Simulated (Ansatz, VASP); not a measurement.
**One calculation of ZnO, two programs**

File INCAR:

```
SYSTEM = ZnO
PREC = Accurate
ENCUT = 520
EDIFF = 1E-6
ISMEAR = 0
SIGMA = 0.01
LREAL = .FALSE.
LASPH = .TRUE.
NELM = 100
ALGO = Normal
ISIF = 2
LWAVE = .FALSE.
LCHARG = .FALSE.
GGA = PS
NBANDS = 46
```

Contents of KPOINTS:

```
regular mesh
0
G
  4 4 6
  0 0 0
```

Contents of POSCAR:

```
ZnO
1.0
    5.5175700000      0.0000000000      0.0000000000
    0.0000000000      5.5175700000      0.0000000000
    0.0000000000      0.0000000000      3.2587790000
Zn O
4 4
Direct
    0.1819730000      0.1819730000      0.5000000000
    0.8180270000      0.8180270000      0.5000000000
    0.6819730000      0.3180270000      0.0000000000
    0.3180270000      0.6819730000      0.0000000000
    0.8172470000      0.1827530000      0.5000000000
    0.1827530000      0.8172470000      0.5000000000
    0.6827530000      0.6827530000      0.0000000000
    0.3172470000      0.3172470000      0.0000000000
```

Input for Ansatz:

```yaml
crystal:
  lattice:
    - [5.51757, 0.0, 0.0]
    - [0.0, 5.51757, 0.0]
    - [0.0, 0.0, 3.258779]
  atoms:
    - { symbol: Zn, position: [0.18197299999999997, 0.18197299999999997, 0.5] }
    - { symbol: Zn, position: [0.818027, 0.818027, 0.5] }
    - { symbol: Zn, position: [0.681973, 0.318027, 0.0] }
    - { symbol: Zn, position: [0.318027, 0.681973, 0.0] }
    - { symbol: O, position: [0.817247, 0.182753, 0.5] }
    - { symbol: O, position: [0.182753, 0.817247, 0.5] }
    - { symbol: O, position: [0.682753, 0.682753, 0.0] }
    - { symbol: O, position: [0.317247, 0.317247, 0.0] }
kpoints:
  mp_grid:
    grid: [4, 4, 6]
hamiltonian:
  xc: pbesol
scf:
  occupations:
    method: fixed
output:
  eigenvalues: true
```

Alike in both runs: task single point; functional PBEsol; k mesh 4 × 4 × 6; no spin polarisation.

|  | VASP | Ansatz |
| --- | --- | --- |
| version | VASP 6.6.1 | Ansatz 0.2.0 |
| potentials or method | VASP PAW PBE potentials, release 64 (Zn, O) | plane waves, PAW |
| plane-wave cutoff (eV) | 520 | 420 |
| occupations | gaussian, width 0.01 eV | fixed |
| valence electrons in the cell | 72 | 72 |

Ansatz gave:

| Quantity | Value |
| --- | --- |
| gap on the k mesh at the Fermi level (eV) | 0.71 |

Problem. Which values does VASP return?

Solution. gap on the k mesh at the Fermi level (eV): 0.70.

VASP's potentials were made for PBE, not for PBEsol.
